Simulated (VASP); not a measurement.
# Rh (P6/mmm) in VASP: notebook, part 2 of 2

VASP 6.6.1. The steps go on from the part before.

## Step 3: Single point, LDA

This run uses another cell than the first one, of 13.60 Å³/atom, 1.042 times its volume.

The input, INCAR:

```
SYSTEM = Rh
PREC = Accurate ; ENCUT = 520
EDIFF = 1E-7 ; ISMEAR = -1
SIGMA = 0.1 ; LREAL = .False.
LASPH = .True. ; NELM = 100
ALGO = Normal ; ISIF = 2
LWAVE = .False. ; LCHARG = .True.
GGA = CA ; LELF = .True.
LVHAR = .True. ; NBANDS = 30
```

The input, KPOINTS:

```
Automatic mesh
0
Gamma
  10 10 14
  0 0 0
```

The input, POSCAR:

```
Rh
1.0
    4.2514787538      0.0000000000      0.0000000000
   -2.1257393769      3.6818886044      0.0000000000
    0.0000000000      0.0000000000      2.6059751062
Rh
3
Direct
    1.0000000000      1.0000000000      0.0000000000
    0.3333333333      0.6666666667      0.5000000000
    0.6666666667      0.3333333333      0.5000000000
```

Potentials or basis: VASP PAW LDA potentials, release 64 (Rh_pv).

Run with:

```
$ cat potpaw_LDA.64/Rh_pv/POTCAR > POTCAR
$ mpirun -np 1 vasp_std > vasp.out
```

OUTCAR:

```text
SYSTEM = Rh
   PREC = Accurate
   ENCUT = 520
   EDIFF = 1E-7
   ISMEAR = -1
   LREAL = .False.
   LASPH = .True.
   NELM = 100
   ISIF = 2
   GGA = CA

 ion  position               nearest neighbor table
   1  0.000  0.000  0.000-   2 2.78   3 2.78   2 2.78   3 2.78   2 2.78   2 2.78   3 2.78   3 2.78
                             3 2.78   3 2.78   2 2.78   2 2.78
   2  0.333  0.667  0.500-   3 2.45   3 2.45   3 2.45   1 2.78   1 2.78   1 2.78   1 2.78   1 2.78
                             1 2.78
   3  0.667  0.333  0.500-   2 2.45   2 2.45   2 2.45   1 2.78   1 2.78   1 2.78   1 2.78   1 2.78
                             1 2.78

  LATTYP: Found a hexagonal cell.
 ALAT       =     4.2514787538
 C/A-ratio  =     0.6129573396

  Lattice vectors:

 A1 = (   4.2514787538,   0.0000000000,   0.0000000000)
 A2 = (  -2.1257393769,   3.6818886044,   0.0000000000)
 A3 = (   0.0000000000,   0.0000000000,   2.6059751062)

Analysis of symmetry for initial positions (statically):
=====================================================================
 Subroutine PRICEL returns:
 Original cell was already a primitive cell.

 Routine SETGRP: Setting up the symmetry group for a
 hexagonal supercell.

 Subroutine GETGRP returns: Found 24 space group operations
 (whereof 24 operations were pure point group operations)
 out of a pool of 24 trial point group operations.

The static configuration has the point symmetry D_6h.

Analysis of symmetry for dynamics (positions and initial velocities):
=====================================================================
 Subroutine PRICEL returns:
 Original cell was already a primitive cell.

 Routine SETGRP: Setting up the symmetry group for a
 hexagonal supercell.

 Subroutine GETGRP returns: Found 24 space group operations
 (whereof 24 operations were pure point group operations)
 out of a pool of 24 trial point group operations.
[... 118 lines left out ...]
   ISMEAR =    -1;   SIGMA  =   0.10  broadening in eV -4-tet -1-fermi 0-gaus
   EFERMI_NEDOS =   21; number of points for ismear=-14 and -15
   IALGO  =     38    algorithm
   IMIX   =      4    mixing-type and parameters
     AMIX     =   0.40;   BMIX     =  1.00
     AMIX_MAG =   1.60;   BMIX_MAG =  1.00
  volume/ion in A,a.u.               =      13.60        91.76
  Fermi-wavevector in a.u.,A,eV,Ry     =   1.691552  3.196570 38.931007  2.861348
  Thomas-Fermi vector in A             =   2.773298
   LORBIT       =      0    0 simple, 1 ext, 2 COOP (PROOUT), +10 PAW based schemes
   GGA     = CA    functional components
   LHFCALC =     F    Hartree Fock is set to
   AEXX    =    0.0000 exact exchange contribution
   IVDW    =     0    specifies the selected vdW correction
   LEPSILON=     F    determine dielectric tensor
   LRPA    =     F    only Hartree local field effects (RPA)
 non-spin polarized calculation
  energy-cutoff  :      520.00
  volume of cell :       40.79
 maximum number of plane-waves:      1114
 NGX is ok and might be reduce to    32
   NGX = 15   NGY = 15   NGZ =  9

 number of electron      45.0000002 magnetization

 Free energy of the ion-electron system (eV)
  ---------------------------------------------------
  ext. energy  EPLUGINS =         0.00000000
  ---------------------------------------------------
  free energy    TOTEN  =       -25.36669597 eV

  energy without entropy =      -25.18836094  energy(sigma->0) =      -25.27752845

 E-fermi :  11.9627     XC(G=0): -14.4046

 val. band max:       11.9612551507   @ k =   0.3000   0.3000   0.0000
 cond. band min:      11.9683955079   @ k =   0.4000   0.2000   0.1429
 fundamental gap:      0.0071403572
 Fermi energy:        11.9627083308

 k-point     1 :       0.0000    0.0000    0.0000
  band No.  band energies     occupation
      1     -35.0166      2.00000
      2     -35.0166      2.00000
      3     -34.5999      2.00000
      4     -34.5999      2.00000
      5     -34.3504      2.00000
      6     -34.1970      2.00000
[... 781 lines left out ...]
     29      26.5552      0.00000
     30      27.6559      0.00000

 [... further k-points ...]

------------------------ aborting loop because EDIFF is reached ----------------------------------------

  FORCE on cell =-STRESS in cart. coord.  units (eV):
  Direction    XX          YY          ZZ          XY          YZ          ZX
  --------------------------------------------------------------------------------------
  -------------------------------------------------------------------------------------
  Total        0.2994042      0.2994042      0.0929045      0.0000000     -0.0000000      0.0000000
  in kB       11.7594646     11.7594646      3.6489365      0.0000000     -0.0000000      0.0000000
  external PRESSURE =       9.0559552 kB  Pullay stress =       0.0000000 kB

 VOLUME and BASIS-vectors are now :
 -----------------------------------------------------------------------------
  energy-cutoff  :      520.00
  volume of cell :       40.79
      direct lattice vectors                 reciprocal lattice vectors
     4.251478754  0.000000000  0.000000000     0.235212277  0.135799872  0.000000000
    -2.125739377  3.681888604  0.000000000     0.000000000  0.271599743  0.000000000
     0.000000000  0.000000000  2.605975106     0.000000000  0.000000000  0.383733520

 POSITION                                       TOTAL-FORCE (eV/Angst)
 -----------------------------------------------------------------------------------
      0.00000      0.00000      0.00000         0.000000      0.000000      0.000000
     -0.00000      2.45459      1.30299        -0.000000      0.000000      0.000000
      2.12574      1.22730      1.30299         0.000000      0.000000     -0.000000
 -----------------------------------------------------------------------------------
    total drift:                               -0.000000      0.000000      0.000000

  FREE ENERGIE OF THE ION-ELECTRON SYSTEM (eV)
  ---------------------------------------------------
  free  energy   TOTEN  =       -25.3666959679 eV

  energy  without entropy=      -25.1883609394  energy(sigma->0) =      -25.27752845
```

stdout:

```text
POSCAR found type information on POSCAR Rh
 POSCAR found :  1 types and       3 ions
 scaLAPACK will be used
 LDA part: xc-table for (Slater(with rela. corr.)+CA(PZ))
 , standard interpolation
 POSCAR, INCAR and KPOINTS ok, starting setup
 FFT: planning ... GRIDC
 FFT: planning ... GRID_SOFT
 FFT: planning ... GRID
 WAVECAR not read
 entering main loop
```

It took 39 s on 1 thread of Intel Xeon Platinum 8559C (Emerald Rapids), shared host; peak memory 0.21 GiB.

Results:

```
Free energy : -25.3667 eV
Pressure    : 0.9 GPa
```

## Step 4: Single point, LDA (volume scaled by 1.04)

The input, INCAR:

```
PREC = Accurate
ENCUT = 520
EDIFF = 1E-7
ISMEAR = -1
SIGMA = 0.1
LREAL = False
LASPH = True
NELM = 100
ALGO = Normal
ISIF = 2
LWAVE = False
LCHARG = True
GGA = CA
LELF = True
LVHAR = True
NBANDS = 30
```

The input, KPOINTS:

```
regular mesh
0
Gamma
  10 10 14
```

The input, POSCAR:

```
Rh
1.0
    4.3074256795      0.0000000000      0.0000000000
   -2.1537128398      3.7303400634      0.0000000000
    0.0000000000      0.0000000000      2.6402681850
Rh
3
Direct
    1.0000000000      1.0000000000      0.0000000000
    0.3333333333      0.6666666667      0.5000000000
    0.6666666667      0.3333333333      0.5000000000
```

Potentials or basis: VASP PAW LDA potentials, release 64 (Rh_pv).

Run with:

```
$ cat potpaw_LDA.64/Rh_pv/POTCAR > POTCAR
$ mpirun -np 1 vasp_std > vasp.out
```

OUTCAR:

```text
PREC = Accurate
   ENCUT = 520
   EDIFF = 1E-7
   ISMEAR = -1
   LREAL = False
   LASPH = True
   NELM = 100
   ISIF = 2
   GGA = CA

 ion  position               nearest neighbor table
   1  0.000  0.000  0.000-   2 2.82   3 2.82   2 2.82   3 2.82   3 2.82   3 2.82   2 2.82   2 2.82
                             3 2.82   3 2.82   2 2.82   2 2.82
   2  0.333  0.667  0.500-   3 2.49   3 2.49   3 2.49   1 2.82   1 2.82   1 2.82   1 2.82   1 2.82
                             1 2.82
   3  0.667  0.333  0.500-   2 2.49   2 2.49   2 2.49   1 2.82   1 2.82   1 2.82   1 2.82   1 2.82
                             1 2.82

  LATTYP: Found a hexagonal cell.
 ALAT       =     4.3074256795
 C/A-ratio  =     0.6129573396

  Lattice vectors:

 A1 = (   4.3074256795,   0.0000000000,   0.0000000000)
 A2 = (  -2.1537128398,   3.7303400634,   0.0000000000)
 A3 = (   0.0000000000,   0.0000000000,   2.6402681850)

Analysis of symmetry for initial positions (statically):
=====================================================================
 Subroutine PRICEL returns:
 Original cell was already a primitive cell.

 Routine SETGRP: Setting up the symmetry group for a
 hexagonal supercell.

[... 166 lines left out ...]

 E-fermi :  11.2393     XC(G=0): -14.1559

 val. band max:       11.2382954513   @ k =   0.4000   0.2000   0.4286
 cond. band min:      11.2454172945   @ k =   0.2000   0.0000   0.2857
 fundamental gap:      0.0071218432
 Fermi energy:        11.2393275333

 k-point     1 :       0.0000    0.0000    0.0000
  band No.  band energies     occupation
      1     -35.5867      2.00000
      2     -35.5867      2.00000
      3     -35.2016      2.00000
      4     -35.2016      2.00000
      5     -34.9839      2.00000
      6     -34.8528      2.00000
[... 781 lines left out ...]
     29      25.5158      0.00000
     30      26.7083      0.00000

 [... further k-points ...]

------------------------ aborting loop because EDIFF is reached ----------------------------------------

  FORCE on cell =-STRESS in cart. coord.  units (eV):
  Direction    XX          YY          ZZ          XY          YZ          ZX
  --------------------------------------------------------------------------------------
  -------------------------------------------------------------------------------------
  Total       -2.5705332     -2.5705332     -2.5529356      0.0000000      0.0000000      0.0000000
  in kB      -97.0777132    -97.0777132    -96.4131284      0.0000000      0.0000000      0.0000000
  external PRESSURE =     -96.8561849 kB  Pullay stress =       0.0000000 kB

 VOLUME and BASIS-vectors are now :
 -----------------------------------------------------------------------------
  energy-cutoff  :      520.00
  volume of cell :       42.42
      direct lattice vectors                 reciprocal lattice vectors
     4.307425679  0.000000000  0.000000000     0.232157227  0.134036037  0.000000000
    -2.153712840  3.730340063  0.000000000     0.000000000  0.268072075  0.000000000
     0.000000000  0.000000000  2.640268185     0.000000000  0.000000000  0.378749403

 POSITION                                       TOTAL-FORCE (eV/Angst)
 -----------------------------------------------------------------------------------
      0.00000      0.00000      0.00000        -0.000000      0.000000      0.000000
     -0.00000      2.48689      1.32013         0.000000      0.000000      0.000000
      2.15371      1.24345      1.32013        -0.000000      0.000000      0.000000
 -----------------------------------------------------------------------------------
    total drift:                               -0.000000      0.000000      0.000000

  FREE ENERGIE OF THE ION-ELECTRON SYSTEM (eV)
  ---------------------------------------------------
  free  energy   TOTEN  =       -25.3208695030 eV

  energy  without entropy=      -25.1310448193  energy(sigma->0) =      -25.22595716
```

stdout:

```text
POSCAR found type information on POSCAR Rh
 POSCAR found :  1 types and       3 ions
 scaLAPACK will be used
 LDA part: xc-table for (Slater(with rela. corr.)+CA(PZ))
 , standard interpolation
 POSCAR, INCAR and KPOINTS ok, starting setup
 FFT: planning ... GRIDC
 FFT: planning ... GRID_SOFT
 FFT: planning ... GRID
 WAVECAR not read
 entering main loop
```

Wall time 41 s (1 thread of Intel Xeon Platinum 8559C (Emerald Rapids), shared host); peak memory 0.21 GiB.

What came out:

```
Free energy : -25.3209 eV
Pressure    : -9.7 GPa
```

Levels at points of the mesh, in eV from the Fermi level:
```tsv
k point	band 19	band 20	band 21	band 22	band 23	band 24	band 25	band 26	band 27	band 28
(0.00, 0.00, 0.00)	-2.46	-1.63	-1.63	-1.56	-1.56	0.77	0.77	8.38	8.38	8.40
(0.50, 0.00, 0.00)	-1.41	-1.37	-0.25	0.08	0.11	0.14	0.40	0.82	1.10	8.94
(0.00, 0.00, 0.50)	-2.31	-0.05	-0.05	0.36	0.36	1.51	2.78	3.59	9.54	10.35
(0.50, 0.00, 0.50)	-1.34	-0.85	-0.42	0.13	0.53	1.14	2.89	3.58	7.16	7.90
```

Caveat: the cell differs from its parent crystal (volume scaled by 1.04).

## Step 5: The runs side by side

| cell | gap on the mesh (eV) | pressure (GPa) |
| --- | --- | --- |
| a = 4.194, b = 4.194, c = 2.571 Å, angles 90.0, 90.0, 120.0°, 3 atoms | none | 14.4 |
| a = 4.251, b = 4.251, c = 2.606 Å, angles 90.0, 90.0, 120.0°, 3 atoms | none | 0.9 |
| a = 4.307, b = 4.307, c = 2.640 Å, angles 90.0, 90.0, 120.0°, 3 atoms | none | -9.7 |

Alike in all rows: task single point; level LDA; potentials or basis VASP PAW LDA potentials, release 64 (Rh_pv); no spin polarisation; k mesh 10 × 10 × 14; cutoff (eV) 520; smearing fermi-dirac 0.1 eV.

Total energies depend on the potentials used, so only differences within one code and one set of settings carry meaning.
